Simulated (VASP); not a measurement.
# HfSi3 (Pmmm) in VASP: further runs, part 2 of 2

VASP 6.6.1. Earlier steps stand in the parts before.

### 3 Single point, PBE

This run uses another cell than the first one, of 18.17 Å³/atom, 1.022 times its volume.

INCAR reads:

```
PREC     = Accurate       # precision mode
ENCUT    = 520            # plane-wave cutoff, eV
EDIFF    = 1E-7           # SCF threshold, eV
ISMEAR   = 0              # smearing method
SIGMA    = 0.1            # smearing width, eV
LREAL    = F              # projectors in reciprocal space
LASPH    = T              # aspherical terms in the spheres
NELM     = 60             # most SCF steps
ALGO     = Normal         # electronic algorithm
ISIF     = 2              # what is computed and relaxed
LWAVE    = F              # write WAVECAR
LCHARG   = T              # write CHGCAR
GGA      = PE             # functional
LELF     = T              # ELF
LVHAR    = T            
NBANDS   = 19             # bands
```

KPOINTS reads:

```
Automatic mesh
0
Gamma
  6 4 4
```

POSCAR reads:

```
HfSi3
1.0
    3.0962011100      0.0000000000      0.0000000000
    0.0000000000      4.2291978000      0.0000000000
    0.0000000000      0.0000000000      5.5494606200
Hf Si
1 3
Direct
    0.5000000000      0.5000000000      0.0000000000
    0.5000000000      0.0000000000      0.0000000000
    0.5000000000      0.8100075500      0.5000000000
    0.5000000000      0.1899924500      0.5000000000
```

Potentials or basis: VASP PAW PBE potentials, release 64 (Hf_pv, Si).

Launch:

```sh
cat potpaw_PBE.64/Hf_pv/POTCAR potpaw_PBE.64/Si/POTCAR > POTCAR
mpirun -np 1 vasp_std > vasp.out
```

OUTCAR:

```text
PREC = Accurate
   ENCUT = 520
   EDIFF = 1E-7
   ISMEAR = 0
   LREAL = F
   LASPH = T
   NELM = 60
   ISIF = 2
   GGA = PE

 ion  position               nearest neighbor table
   1  0.500  0.500  0.000-   2 2.11   2 2.11   4 3.07   3 3.07   4 3.07   3 3.07
   2  0.500  0.000  0.000-   1 2.11   1 2.11   4 2.89   3 2.89   4 2.89   3 2.89
   3  0.500  0.810  0.500-   4 1.61   4 2.62   2 2.89   2 2.89   1 3.07   1 3.07
   4  0.500  0.190  0.500-   3 1.61   3 2.62   2 2.89   2 2.89   1 3.07   1 3.07

  LATTYP: Found a simple orthorhombic cell.
 ALAT       =     3.0962011100
 B/A-ratio  =     1.3659312331
 C/A-ratio  =     1.7923450134

  Lattice vectors:

 A1 = (   3.0962011100,   0.0000000000,   0.0000000000)
 A2 = (   0.0000000000,   4.2291978000,   0.0000000000)
 A3 = (   0.0000000000,   0.0000000000,   5.5494606200)

Analysis of symmetry for initial positions (statically):
=====================================================================
 Subroutine PRICEL returns:
 Original cell was already a primitive cell.

 Routine SETGRP: Setting up the symmetry group for a
 simple orthorhombic supercell.

 Subroutine GETGRP returns: Found  8 space group operations
 (whereof  8 operations were pure point group operations)
 out of a pool of  8 trial point group operations.

The static configuration has the point symmetry D_2h.

Analysis of symmetry for dynamics (positions and initial velocities):
=====================================================================
 Subroutine PRICEL returns:
 Original cell was already a primitive cell.

 Routine SETGRP: Setting up the symmetry group for a
 simple orthorhombic supercell.

 Subroutine GETGRP returns: Found  8 space group operations
[... 116 lines left out ...]
   TEBEG  =    0.0;   TEEND  =   0.0 temperature during run
   PSTRESS=    0.0 pullay stress
   NELECT =      22.0000    total number of electrons
   NUPDOWN=      -1.0000    fix difference up-down
   EMIN   =  10.00;   EMAX   =-10.00  energy-range for DOS
   EFERMI =   0.00;   METHOD = LEGACY
   ISMEAR =     0;   SIGMA  =   0.10  broadening in eV -4-tet -1-fermi 0-gaus
   EFERMI_NEDOS =   21; number of points for ismear=-14 and -15
   IALGO  =     38    algorithm
   IMIX   =      4    mixing-type and parameters
     AMIX     =   0.40;   BMIX     =  1.00
     AMIX_MAG =   1.60;   BMIX_MAG =  1.00
  volume/ion in A,a.u.               =      18.17       122.60
  Fermi-wavevector in a.u.,A,eV,Ry     =   1.099267  2.077313 16.441108  1.208387
  Thomas-Fermi vector in A             =   2.235658
   LORBIT       =      0    0 simple, 1 ext, 2 COOP (PROOUT), +10 PAW based schemes
   GGA     = PE    functional components
   LHFCALC =     F    Hartree Fock is set to
   AEXX    =    0.0000 exact exchange contribution
   IVDW    =     0    specifies the selected vdW correction
   LEPSILON=     F    determine dielectric tensor
   LRPA    =     F    only Hartree local field effects (RPA)
 non-spin polarized calculation
 Gauss-broadening in eV      SIGMA  =   0.10
  energy-cutoff  :      520.00
  volume of cell :       72.67
 maximum number of plane-waves:      1980
 NGX is ok and might be reduce to    24
   NGX = 11   NGY = 15   NGZ = 21

 number of electron      21.9999999 magnetization

 Free energy of the ion-electron system (eV)
  ---------------------------------------------------
  ext. energy  EPLUGINS =         0.00000000
  ---------------------------------------------------
  free energy    TOTEN  =       -13.87515792 eV

  energy without entropy =      -13.86564978  energy(sigma->0) =      -13.87040385

 E-fermi :   6.4877     XC(G=0): -10.5005

 val. band max:        6.4706219689   @ k =   0.5000   0.2500   0.2500
 cond. band min:       6.5747848745   @ k =   0.5000   0.5000   0.2500
 fundamental gap:      0.1041629056
 Fermi energy:         6.4877464377

 k-point     1 :       0.0000    0.0000    0.0000
  band No.  band energies     occupation
      1     -23.9708      2.00000
      2     -23.4425      2.00000
      3     -23.1027      2.00000
      4      -5.9135      2.00000
      5      -2.0816      2.00000
      6       0.9247      2.00000
[... 505 lines left out ...]
      6       1.1378      2.00000
[... 11 lines left out ...]
     18      12.1157      0.00000
     19      12.7226      0.00000

 [... further k-points ...]
[... 5 lines left out ...]
  --------------------------------------------------------------------------------------
  -------------------------------------------------------------------------------------
  Total       -3.3701905     80.3957284     -8.3027766     -0.0000000      0.0000000      0.0000000
  in kB      -74.3065508   1772.5790963   -183.0610725     -0.0000000      0.0000000      0.0000000
  external PRESSURE =     505.0704910 kB  Pullay stress =       0.0000000 kB

 VOLUME and BASIS-vectors are now :
 -----------------------------------------------------------------------------
  energy-cutoff  :      520.00
  volume of cell :       72.67
      direct lattice vectors                 reciprocal lattice vectors
     3.096201110  0.000000000  0.000000000     0.322976436  0.000000000  0.000000000
     0.000000000  4.229197800  0.000000000     0.000000000  0.236451461  0.000000000
     0.000000000  0.000000000  5.549460620     0.000000000  0.000000000  0.180197693

 POSITION                                       TOTAL-FORCE (eV/Angst)
 -----------------------------------------------------------------------------------
      1.54810      2.11460      0.00000         0.000000      0.000000      0.000000
      1.54810      0.00000      0.00000         0.000000      0.000000      0.000000
      1.54810      3.42568      2.77473         0.000000    -30.323007      0.000000
      1.54810      0.80352      2.77473        -0.000000     30.323007     -0.000000
 -----------------------------------------------------------------------------------
    total drift:                                0.000000     -0.000000      0.000000

  FREE ENERGIE OF THE ION-ELECTRON SYSTEM (eV)
  ---------------------------------------------------
  free  energy   TOTEN  =       -13.8751579206 eV

  energy  without entropy=      -13.8656497820  energy(sigma->0) =      -13.87040385
```

Wall time 17 s (1 thread of Intel Xeon 6975P-C (Granite Rapids), shared host); peak memory 0.19 GiB.

What came out:

- Free energy: -13.8752 eV
- Pressure: 50.5 GPa
- Largest force: 30.323 eV/Å
- Band gap on the k mesh: zero (band 11 reaches 7.69 eV, above the bottom of band 12 at 5.64 eV)

Forces in eV/Å, atoms in the order of the input:
```
Hf    0.000   0.000   0.000
Si    0.000   0.000   0.000
Si    0.000 -30.323   0.000
Si    0.000  30.323   0.000
```

Stress tensor (GPa, compression positive):
```
 -7.43   0.00   0.00
  0.00 177.26   0.00
  0.00   0.00 -18.31
```

Caveat: the k points lie up to 0.37 Å⁻¹ apart; spin-orbit coupling is left out, which moves the levels of the heavy elements; forces of over 1 eV/Å act on the atoms, so gaps and moduli don't describe the material at rest.
